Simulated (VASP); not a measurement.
Input of a VASP 6.6.1 run:

Contents of INCAR:

```
SYSTEM = Zr
ALGO = Normal
EDIFF = 1E-6
ENCUT = 520
GGA = PS
ISIF = 2
ISMEAR = -1
LASPH = .True.
LCHARG = .False.
LREAL = .False.
LWAVE = .False.
NBANDS = 32
NELM = 80
PREC = Accurate
SIGMA = 0.1
```

The input KPOINTS:

```
k-points
0
Gamma
  13 13 4
  0 0 0
```

POSCAR

```
Zr
1.0
    3.0822580934      0.0000000000      0.0000000000
   -1.5411290467      2.6693138099      0.0000000000
    0.0000000000      0.0000000000     10.0444560118
Zr
4
Direct
    1.0000000000      0.0000000000      0.0000000000
    0.0000000000      0.0000000000      0.5000000000
    0.3333333333      0.6666666667      0.2500000000
    0.6666666667      0.3333333333      0.7500000000
```

Potentials or basis: VASP PAW PBE potentials, release 64 (Zr_sv).

Launch:

```bash
$ cat potpaw_PBE.64/Zr_sv/POTCAR > POTCAR
$ mpirun -np 1 vasp_std > vasp.out
```

(1) Predict the band gap on the k mesh.

(2) Predict the pressure.

Answers

(1) zero (bands 24 and 25 overlap by 1.39 eV).

(2) 9.2 GPa.

Caveat: the cell stands under pressure; the PAW data sets were made with another functional, which shifts forces and pressure a little.
